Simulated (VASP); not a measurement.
# TiFe (Pm-3m) in VASP: further runs

The runs below take TiFe through single point, with LDA.

Everything below comes from runs of VASP 6.6.1. Logs are shortened: lines on timing, memory, paths and dates and some standing lists are left out, and cuts for length are marked.

**1. The cell of the first run**

Symmetry: Pm-3m, No. 221, cubic system. Conventional cell: a = 2.976 Å, b = 2.976 Å, c = 2.976 Å, α = 90.00°, β = 90.00°, γ = 90.00°. Within 3.4 Å of Ti (site symmetry m-3m) lie 8 Fe at 2.58 Å and 6 Ti at 2.98 Å. Fe (site symmetry m-3m) has 8 Ti at 2.58 Å and 6 Fe at 2.98 Å within 3.4 Å.

**2. Single point, LDA, collinear spin, ferromagnetic start**

The input, INCAR:

```
SYSTEM = TiFe
PREC     = Accurate       ! precision mode
ENCUT    = 600            ! plane-wave cutoff, eV
EDIFF    = 1E-6           ! SCF threshold, eV
ISMEAR   = -1             ! smearing method
SIGMA    = 0.1            ! smearing width, eV
LREAL    = .False.        ! projectors in reciprocal space
LASPH    = .True.         ! aspherical terms in the spheres
NELM     = 200            ! most SCF steps
ALGO     = Normal         ! electronic algorithm
ISIF     = 2              ! what is computed and relaxed
LWAVE    = .False.        ! write WAVECAR
LCHARG   = .True.         ! write CHGCAR
ISPIN    = 2              ! spin polarisation
MAGMOM   = 0 3.5          ! initial moments
LORBIT   = 11             ! projections on sites
LMAXMIX  = 4              ! l up to which the mixer works
GGA      = CA             ! functional
LELF     = .True.         ! ELF
LVHAR    = .True.       
NBANDS   = 21             ! bands
GGA_COMPAT= .False.
```

The input, KPOINTS:

```
regular mesh
0
Gamma
  3 3 3
  0 0 0
```

The input, POSCAR:

```
TiFe
1.0
    2.9760000000      0.0000000000      0.0000000000
    0.0000000000      2.9760000000      0.0000000000
    0.0000000000      0.0000000000      2.9760000000
Ti Fe
1 1
Direct
    0.5000000000      0.5000000000      0.5000000000
    0.0000000000      0.0000000000      0.0000000000
```

Potentials or basis: VASP PAW LDA potentials, release 64 (Ti_sv, Fe).

Command:

```sh
$ cat potpaw_LDA.64/Ti_sv/POTCAR potpaw_LDA.64/Fe/POTCAR > POTCAR
$ mpirun -np 1 vasp_std > vasp.out
```

OUTCAR:

```text
SYSTEM = TiFe
   PREC = Accurate
   ENCUT = 600
   EDIFF = 1E-6
   ISMEAR = -1
   LREAL = .False.
   LASPH = .True.
   NELM = 200
   ISIF = 2
   ISPIN = 2
   LORBIT = 11
   GGA = CA

 ion  position               nearest neighbor table
   1  0.500  0.500  0.500-   2 2.58   2 2.58   2 2.58   2 2.58   2 2.58   2 2.58   2 2.58   2 2.58

   2  0.000  0.000  0.000-   1 2.58   1 2.58   1 2.58   1 2.58   1 2.58   1 2.58   1 2.58   1 2.58

  LATTYP: Found a simple cubic cell.
 ALAT       =     2.9760000000

  Lattice vectors:

 A1 = (   2.9760000000,   0.0000000000,   0.0000000000)
 A2 = (   0.0000000000,   2.9760000000,   0.0000000000)
 A3 = (   0.0000000000,   0.0000000000,   2.9760000000)

Analysis of symmetry for initial positions (statically):
=====================================================================
 Subroutine PRICEL returns:
 Original cell was already a primitive cell.

 Routine SETGRP: Setting up the symmetry group for a
 simple cubic supercell.

 Subroutine GETGRP returns: Found 48 space group operations
 (whereof 48 operations were pure point group operations)
 out of a pool of 48 trial point group operations.

The static configuration has the point symmetry O_h .

Analysis of symmetry for dynamics (positions and initial velocities):
=====================================================================
 Subroutine PRICEL returns:
 Original cell was already a primitive cell.

 Routine SETGRP: Setting up the symmetry group for a
 simple cubic supercell.

 Subroutine GETGRP returns: Found 48 space group operations
 (whereof 48 operations were pure point group operations)
 out of a pool of 48 trial point group operations.

The dynamic configuration has the point symmetry O_h .

Analysis of structural, dynamic, and magnetic symmetry:
=====================================================================
 Subroutine PRICEL returns:
 Original cell was already a primitive cell.

 Routine SETGRP: Setting up the symmetry group for a
 simple cubic supercell.

 Subroutine GETGRP returns: Found 48 space group operations
 (whereof 48 operations were pure point group operations)
 out of a pool of 48 trial point group operations.

The overall configuration has the point symmetry O_h .

 Subroutine INISYM returns: Found 48 space group operations
 (whereof 48 operations are pure point group operations),
 and found     1 'primitive' translations

----------------------------------------------------------------------------------------

                                     Primitive cell

  volume of cell :      26.3572

  direct lattice vectors                    reciprocal lattice vectors
     2.976000000  0.000000000  0.000000000     0.336021505  0.000000000  0.000000000
     0.000000000  2.976000000  0.000000000     0.000000000  0.336021505  0.000000000
     0.000000000  0.000000000  2.976000000     0.000000000  0.000000000  0.336021505

  length of vectors
     2.976000000  2.976000000  2.976000000     0.336021505  0.336021505  0.336021505

  position of ions in fractional coordinates (direct lattice)
     0.500000000  0.500000000  0.500000000
     0.000000000  0.000000000  0.000000000

  ion indices of the primitive-cell ions
   primitive index   ion index
                 1           1
                 2           2

----------------------------------------------------------------------------------------

 KPOINTS: regular mesh

Automatic generation of k-mesh.
 Grid dimensions read from file:
 generate k-points for:    3    3    3

 Generating k-lattice:

  Cartesian coordinates                     Fractional coordinates (reciprocal lattice)
     0.112007168  0.000000000  0.000000000     0.333333333  0.000000000  0.000000000
     0.000000000  0.112007168  0.000000000     0.000000000  0.333333333  0.000000000
     0.000000000  0.000000000  0.112007168     0.000000000  0.000000000  0.333333333

  Length of vectors
     0.112007168  0.112007168  0.112007168

  Shift w.r.t. Gamma in fractional coordinates (k-lattice)
     0.000000000  0.000000000  0.000000000

 Subroutine IBZKPT returns following result:
 ===========================================

 Found      4 irreducible k-points:

 Following reciprocal coordinates:
            Coordinates               Weight
  0.000000  0.000000  0.000000      1.000000
  0.333333  0.000000  0.000000      6.000000
  0.333333  0.333333  0.000000     12.000000
  0.333333  0.333333  0.333333      8.000000
   k-points           NKPTS =      4   k-points in BZ     NKDIM =      4   number of bands    NBANDS=     21
   number of dos      NEDOS =    301   number of ions     NIONS =      2
   total plane-waves  NPLWV =  13824
   dimension x,y,z NGX =    24 NGY =   24 NGZ =   24
   dimension x,y,z NGXF=    48 NGYF=   48 NGZF=   48
   ions per type =               1   1
   NGX,Y,Z   is equivalent  to a cutoff of  13.41, 13.41, 13.41 a.u.
   NGXF,Y,Z  is equivalent  to a cutoff of  26.81, 26.81, 26.81 a.u.
 SYSTEM =  TiFe
   PREC   = accura    normal or accurate (medium, high low for compatibility)
   ISTART =      0    job   : 0-new  1-cont  2-samecut
   ICHARG =      2    charge: 1-file 2-atom 10-const
   ISPIN  =      2    spin polarized calculation?
   LNONCOLLINEAR =      F non collinear calculations
   LSORBIT =      F    spin-orbit coupling
   LASPH  =      T    aspherical Exc in radial PAW
   ENCUT  =  600.0 eV  44.10 Ry    6.64 a.u.   5.94  5.94  5.94*2*pi/ulx,y,z
   NELM   =    200;   NELMIN=  2; NELMDL= -5     # of ELM steps
   EDIFF  = 0.1E-05   stopping-criterion for ELM
   LREAL  =      F    real-space projection
   EDIFFG = 0.1E-04   stopping-criterion for IOM
   NSW    =      0    number of steps for IOM
   IBRION =     -1    ionic relax: 0-MD 1-quasi-New 2-CG
   NFREE  =      0    steps in history (QN), initial steepest desc. (CG)
   ISIF   =      2    stress and relaxation
   ISYM   =      2    0-nonsym 1-usesym 2-fastsym
   POTIM  = 0.5000    time-step for ionic-motion
   TEBEG  =    0.0;   TEEND  =   0.0 temperature during run
   PSTRESS=    0.0 pullay stress
   NELECT =      20.0000    total number of electrons
   NUPDOWN=      -1.0000    fix difference up-down
   EMIN   =  10.00;   EMAX   =-10.00  energy-range for DOS
   EFERMI =   0.00;   METHOD = LEGACY
   ISMEAR =    -1;   SIGMA  =   0.10  broadening in eV -4-tet -1-fermi 0-gaus
   EFERMI_NEDOS =   21; number of points for ismear=-14 and -15
   IALGO  =     38    algorithm
   IMIX   =      4    mixing-type and parameters
     AMIX     =   0.40;   BMIX     =  1.00
     AMIX_MAG =   1.60;   BMIX_MAG =  1.00
  volume/ion in A,a.u.               =      13.18        88.93
  Fermi-wavevector in a.u.,A,eV,Ry     =   1.493202  2.821743 30.336261  2.229652
  Thomas-Fermi vector in A             =   2.605633
   LORBIT       =     11    0 simple, 1 ext, 2 COOP (PROOUT), +10 PAW based schemes
   GGA     = CA    functional components
   LHFCALC =     F    Hartree Fock is set to
   AEXX    =    0.0000 exact exchange contribution
   IVDW    =     0    specifies the selected vdW correction
   LEPSILON=     F    determine dielectric tensor
   LRPA    =     F    only Hartree local field effects (RPA)
 spin polarized calculation
  energy-cutoff  :      600.00
  volume of cell :       26.36
 maximum number of plane-waves:       895
 NGX is ok and might be reduce to    24
   NGX = 11   NGY = 11   NGZ = 11

 number of electron      20.0000000 magnetization       0.0417379

 number of electron      20.0000000 magnetization      -0.0003463

 Free energy of the ion-electron system (eV)
  ---------------------------------------------------
  ext. energy  EPLUGINS =         0.00000000
  ---------------------------------------------------
  free energy    TOTEN  =       -18.93128579 eV

  energy without entropy =      -18.90517294  energy(sigma->0) =      -18.91822937

 E-fermi :   7.7656     XC(G=0): -12.9314

 val. band max:        7.5181728587   @ k =   0.3333   0.0000   0.0000
 cond. band min:       8.0086996352   @ k =   0.3333   0.0000   0.0000
 fundamental gap:      0.4905267765
 Fermi energy:         7.7655705225

 spin component 1

 k-point     1 :       0.0000    0.0000    0.0000
  band No.  band energies     occupation
      1     -48.3762      1.00000
      2     -24.8433      1.00000
      3     -24.8433      1.00000
      4     -24.8433      1.00000
      5       0.7053      1.00000
      6       4.3870      1.00000
[... 13 lines left out ...]
     20      24.1118      0.00000
     21      28.4492      0.00000

 k-point     2 :       0.3333    0.0000    0.0000
  band No.  band energies     occupation
      1     -48.3496      1.00000
      2     -25.0847      1.00000
      3     -24.8271      1.00000
      4     -24.8271      1.00000
      5       2.7255      1.00000
      6       5.0332      1.00000
[... 13 lines left out ...]
     20      25.2637      0.00000
     21      27.0272      0.00000

 k-point     3 :       0.3333    0.3333    0.0000
  band No.  band energies     occupation
      1     -48.3256      1.00000
      2     -25.0568      1.00000
      3     -25.0454      1.00000
      4     -24.8058      1.00000
      5       3.7729      1.00000
      6       4.8372      1.00000
[... 13 lines left out ...]
     20      24.3799      0.00000
     21      25.4340      0.00000

 k-point     4 :       0.3333    0.3333    0.3333
  band No.  band energies     occupation
      1     -48.3015      1.00000
      2     -25.0297      1.00000
      3     -25.0264      1.00000
      4     -25.0264      1.00000
      5       5.2670      1.00000
      6       5.6364      1.00000
[... 13 lines left out ...]
     20      21.3476      0.00000
     21      22.1544      0.00000
 Fermi energy:         7.7655705225

 spin component 2

 k-point     1 :       0.0000    0.0000    0.0000
  band No.  band energies     occupation
      1     -48.3758      1.00000
      2     -24.8430      1.00000
      3     -24.8430      1.00000
      4     -24.8430      1.00000
      5       0.7053      1.00000
      6       4.3868      1.00000
[... 13 lines left out ...]
     20      24.1117      0.00000
     21      28.4492      0.00000

 k-point     2 :       0.3333    0.0000    0.0000
  band No.  band energies     occupation
      1     -48.3492      1.00000
      2     -25.0843      1.00000
      3     -24.8267      1.00000
      4     -24.8267      1.00000
      5       2.7256      1.00000
      6       5.0331      1.00000
[... 13 lines left out ...]
     20      25.2637      0.00000
     21      27.0274      0.00000

 k-point     3 :       0.3333    0.3333    0.0000
  band No.  band energies     occupation
      1     -48.3252      1.00000
      2     -25.0565      1.00000
      3     -25.0450      1.00000
      4     -24.8054      1.00000
      5       3.7728      1.00000
      6       4.8370      1.00000
[... 13 lines left out ...]
     20      24.3800      0.00000
     21      25.4341      0.00000

 k-point     4 :       0.3333    0.3333    0.3333
  band No.  band energies     occupation
      1     -48.3011      1.00000
      2     -25.0293      1.00000
      3     -25.0260      1.00000
      4     -25.0260      1.00000
      5       5.2671      1.00000
      6       5.6360      1.00000
[... 13 lines left out ...]
     20      21.3477      0.00000
     21      22.1544      0.00000

------------------------ aborting loop because EDIFF is reached ----------------------------------------

  FORCE on cell =-STRESS in cart. coord.  units (eV):
  Direction    XX          YY          ZZ          XY          YZ          ZX
  --------------------------------------------------------------------------------------
  -------------------------------------------------------------------------------------
  Total       -2.7942209     -2.7942209     -2.7942209      0.0000000      0.0000000      0.0000000
  in kB     -169.8527326   -169.8527326   -169.8527326      0.0000000      0.0000000      0.0000000
  external PRESSURE =    -169.8527326 kB  Pullay stress =       0.0000000 kB

 VOLUME and BASIS-vectors are now :
 -----------------------------------------------------------------------------
  energy-cutoff  :      600.00
  volume of cell :       26.36
      direct lattice vectors                 reciprocal lattice vectors
     2.976000000  0.000000000  0.000000000     0.336021505  0.000000000  0.000000000
     0.000000000  2.976000000  0.000000000     0.000000000  0.336021505  0.000000000
     0.000000000  0.000000000  2.976000000     0.000000000  0.000000000  0.336021505

 POSITION                                       TOTAL-FORCE (eV/Angst)
 -----------------------------------------------------------------------------------
      1.48800      1.48800      1.48800         0.000000      0.000000      0.000000
      0.00000      0.00000      0.00000         0.000000      0.000000      0.000000
 -----------------------------------------------------------------------------------
    total drift:                                0.000000      0.000000     -0.000000

  FREE ENERGIE OF THE ION-ELECTRON SYSTEM (eV)
  ---------------------------------------------------
  free  energy   TOTEN  =       -18.9312857904 eV

  energy  without entropy=      -18.9051729402  energy(sigma->0) =      -18.91822937

 total charge

# of ion       s       p       d       tot
------------------------------------------
    1        2.256   6.201   1.872  10.330
    2        0.527   0.450   6.392   7.369
--------------------------------------------------
tot          2.783   6.651   8.264  17.699

 magnetization (x)

# of ion       s       p       d       tot
------------------------------------------
    1        0.000   0.000   0.000   0.000
    2       -0.000   0.000  -0.001  -0.001
--------------------------------------------------
tot          0.000   0.000  -0.000  -0.000
```

Wall time 12 s (1 thread of Intel Xeon 8259CL, shared host); peak memory 0.13 GiB.

Results:

```yaml
Free_energy: -18.9313 eV
Pressure: -17.0 GPa
Band_gap_on_the_k_mesh: 0.49 eV, direct
Net_moment: 0.00 μB per cell
Valence_electrons_inside_the_program's_atomic_spheres: Ti 10.33; Fe 7.37
```

Caveat: the k points lie up to 0.70 Å⁻¹ apart; the starting moments collapsed, and a magnetic state may lie lower. A k mesh can miss the band edges.

**3. Single point, LDA, collinear spin, ferromagnetic start**

The input, INCAR:

```
SYSTEM = TiFe
ALGO = Normal
EDIFF = 1E-6
ENCUT = 600
GGA_COMPAT = .False.
ISIF = 2
ISMEAR = -1
ISPIN = 2
LASPH = .True.
LCHARG = .True.
LELF = .True.
LMAXMIX = 4
LORBIT = 11
LREAL = .False.
LVHAR = .True.
LWAVE = .False.
MAGMOM = 0 3.5
NBANDS = 21
NELM = 200
PREC = Accurate
SIGMA = 0.1
```

The input, KPOINTS:

```
k-points
0
Gamma
  4 4 4
  0 0 0
```

POSCAR is that of step 2.

Potentials or basis: VASP PAW LDA potentials, release 64 (Ti_sv, Fe).

Command:

```sh
$ cat potpaw_LDA.64/Ti_sv/POTCAR potpaw_LDA.64/Fe/POTCAR > POTCAR
$ mpirun -np 1 vasp_std > vasp.out
```

Run time: 23 s. Hardware: 1 thread of Intel Xeon 8259CL, shared host; peak memory 0.14 GiB.

It converged, with:

- Free energy: -18.7447 eV
- Pressure: -17.2 GPa
- Band gap on the k mesh: zero (filled and empty bands overlap)
- Net moment: 0.00 μB per cell
- Valence electrons inside the program's atomic spheres: Ti 10.36; Fe 7.34

Levels at points of the mesh, in eV from the Fermi level:
Spin up:
```csv
k point,band 8,band 9,band 10,band 11,band 12,band 13
"(0.00, 0.00, 0.00)",-0.82,-0.82,-0.82,1.37,1.37,3.30
"(0.50, 0.00, 0.00)",-0.88,-0.88,-0.42,-0.29,0.90,1.08
"(0.50, 0.50, 0.00)",-1.92,0.08,0.53,1.24,1.24,1.85
"(0.50, 0.50, 0.50)",-1.63,-1.63,-1.63,0.12,0.12,3.59
```
Spin down:
| k point | band 7 | band 8 | band 9 | band 10 | band 11 | band 12 | band 13 | band 14 |
| --- | --- | --- | --- | --- | --- | --- | --- | --- |
| (0.00, 0.00, 0.00) | -3.49 | -0.82 | -0.82 | -0.82 | 1.37 | 1.37 | 3.30 | 3.30 |
| (0.50, 0.00, 0.00) | -1.95 | -0.88 | -0.88 | -0.42 | -0.29 | 0.90 | 1.08 | 1.08 |
| (0.50, 0.50, 0.00) | -1.92 | -1.92 | 0.08 | 0.54 | 1.24 | 1.24 | 1.85 | 3.27 |
| (0.50, 0.50, 0.50) | -1.90 | -1.63 | -1.63 | -1.63 | 0.12 | 0.12 | 3.59 | 3.59 |

Caveat: the k points lie up to 0.53 Å⁻¹ apart; the starting moments collapsed, and a magnetic state may lie lower.

**4. Single point, LDA, collinear spin, ferromagnetic start**

The input, INCAR:

```
  ALGO = Normal
  EDIFF = 1E-6
  ENCUT = 600
  GGA_COMPAT = False
  ISIF = 2
  ISMEAR = -1
  ISPIN = 2
  LASPH = True
  LCHARG = False
  LMAXMIX = 4
  LORBIT = 11
  LREAL = False
  LWAVE = False
  MAGMOM = 0 3.5
  NBANDS = 21
  NELM = 200
  PREC = Accurate
  SIGMA = 0.1
```

The input, KPOINTS:

```
k-points
0
Gamma
  4 4 4
```

POSCAR is that of step 3.

Command:

```sh
$ cat potpaw_LDA.64/Ti_sv/POTCAR potpaw_LDA.64/Fe/POTCAR > POTCAR
$ mpirun -np 1 vasp_std > vasp.out
```

It took 26 s on 1 thread of Intel Xeon 8259CL, shared host; peak memory 0.14 GiB.

Results (log left out):

| Property | Result |
| --- | --- |
| Free energy | -18.7447 eV |
| Pressure | -17.2 GPa |
| Band gap on the k mesh | zero (filled and empty bands overlap) |
| Net moment | 0.00 μB per cell |
| Valence electrons inside the program's atomic spheres | Ti 10.36; Fe 7.34 |

Levels at points of the mesh, in eV from the Fermi level:
Spin up:
```
           k point  band 8  band 9  band 10  band 11  band 12  band 13
(0.00, 0.00, 0.00)   -0.82   -0.82    -0.82     1.37     1.37     3.30
(0.50, 0.00, 0.00)   -0.88   -0.88    -0.42    -0.29     0.90     1.08
(0.50, 0.50, 0.00)   -1.92    0.08     0.53     1.24     1.24     1.85
(0.50, 0.50, 0.50)   -1.63   -1.63    -1.63     0.12     0.12     3.59
```
Spin down:
| k point | band 8 | band 9 | band 10 | band 11 | band 12 | band 13 |
| --- | --- | --- | --- | --- | --- | --- |
| (0.00, 0.00, 0.00) | -0.82 | -0.82 | -0.82 | 1.37 | 1.37 | 3.30 |
| (0.50, 0.00, 0.00) | -0.88 | -0.88 | -0.42 | -0.29 | 0.90 | 1.08 |
| (0.50, 0.50, 0.00) | -1.92 | 0.08 | 0.54 | 1.24 | 1.24 | 1.85 |
| (0.50, 0.50, 0.50) | -1.63 | -1.63 | -1.63 | 0.12 | 0.12 | 3.59 |

Caveat: the k points lie up to 0.53 Å⁻¹ apart; the starting moments collapsed, and a magnetic state may lie lower.

[end of part 1 of 2]
